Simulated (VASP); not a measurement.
Wanted: the native input for a VASP 6.6.1 run.

```yaml
Task: single point
Functional: PBE
Potentials_or_basis: VASP PAW PBE potentials, release 64 (La, Al, N)
Cutoff: 520 eV
k_mesh: 12 × 12 × 6
Occupations: gaussian, width 0.1 eV
Spin: no spin polarisation
Dipole_correction: no
Further_INCAR_settings: ALGO = Normal; EDIFF = 1e-06; NBANDS = 25
```

The structure of LaAl2N3 lies in POSCAR:

```
LaAl2N3
1.0
    3.1639253102      0.0000000000      0.0000000000
   -1.5819626551      2.7400396943      0.0000000000
    0.0000000000      0.0000000000      7.9042196481
La Al N
1 2 3
Direct
    0.0000000000      0.0000000000      0.0000000000
    0.3333333333      0.6666666667      0.6476180607
    0.6666666667      0.3333333333      0.3523819393
    0.0000000000      0.0000000000      0.5000000000
    0.3333333333      0.6666666667      0.2155200750
    0.6666666667      0.3333333333      0.7844799250
```

The input as run:

INCAR

```
PREC = Accurate
ENCUT = 520
EDIFF = 1E-6
ISMEAR = 0
SIGMA = 0.1
LREAL = False
LASPH = True
NELM = 80
ALGO = Normal
ISIF = 2
LWAVE = False
LCHARG = True
GGA = PE
LELF = True
LVHAR = True
NBANDS = 25
```

KPOINTS

```
Automatic mesh
0
Gamma
  12 12 6
```

Potentials or basis: VASP PAW PBE potentials, release 64 (La, Al, N).

Run with:

```bash
$ cat potpaw_PBE.64/La/POTCAR potpaw_PBE.64/Al/POTCAR potpaw_PBE.64/N/POTCAR > POTCAR
$ mpirun -np 1 vasp_std > vasp.out
```

Results of the run:

- Pressure: -0.2 GPa
- Largest force: 0.016 eV/Å
- Band gap on the k mesh: zero (band 16 reaches 9.38 eV, above the bottom of band 17 at 9.17 eV)

Caveat: spin-orbit coupling is left out, which moves the levels of the heavy elements.

Wall time 81 s on 1 thread of Intel(R) Xeon(R) Platinum 8559C (Emerald Rapids), on a shared host, peak memory 0.3 GiB.
